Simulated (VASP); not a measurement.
Wanted: the native input for a VASP 6.6.1 run.

| Item | Value |
| --- | --- |
| Task | single point |
| Functional | PBEsol |
| Potentials or basis | VASP PAW PBE potentials, release 64 (Tc_pv) |
| Cutoff | 500 eV |
| k mesh | 9 × 9 × 9 |
| Occupations | fermi-dirac, width 0.05 eV |
| Spin | no spin polarisation |
| Dipole correction | no |
| Further INCAR settings | ALGO = Normal; EDIFF = 1e-06; NBANDS = 12 |

The structure of Tc lies in POSCAR:

```
Tc
1.0
    0.0000000000      1.9162095121      1.9162095121
    1.9162095121      0.0000000000      1.9162095121
    1.9162095121      1.9162095121      0.0000000000
Tc
1
Direct
    0.0000000000      0.0000000000      0.0000000000
```

This isn't the form of Tc at room conditions, which is hcp.

These files were run (other wordings do the same):

INCAR

```
SYSTEM = Tc
PREC     = Accurate       ! precision mode
ENCUT    = 500            ! plane-wave cutoff, eV
EDIFF    = 1E-6           ! SCF threshold, eV
ISMEAR   = -1             ! smearing method
SIGMA    = 0.05           ! smearing width, eV
LREAL    = .False.        ! projectors in reciprocal space
LASPH    = .True.         ! aspherical terms in the spheres
NELM     = 120            ! most SCF steps
ALGO     = Normal         ! electronic algorithm
ISIF     = 2              ! what is computed and relaxed
LWAVE    = .False.        ! write WAVECAR
LCHARG   = .True.         ! write CHGCAR
GGA      = PS             ! functional
LELF     = .True.         ! ELF
LVHAR    = .True.       
NBANDS   = 12             ! bands
GGA_COMPAT= .False.
```

KPOINTS

```
regular mesh
0
Gamma
  9 9 9
  0 0 0
```

Potentials or basis: VASP PAW PBE potentials, release 64 (Tc_pv).

Run with:

```bash
$ cat potpaw_PBE.64/Tc_pv/POTCAR > POTCAR
$ mpirun -np 1 vasp_std > vasp.out
```

It gave:

```json
{
  "Pressure": "-0.8 GPa",
  "Band gap on the k mesh": "zero (an odd number of electrons rules out a gap without spin polarisation)"
}
```

Caveat: the PAW data sets were made with another functional, which shifts forces and pressure a little.

Run time: 3.2 s on 1 thread of AMD EPYC 9R45 96-Core Processor (Zen 5), on a shared host, peak memory 0.09 GiB.
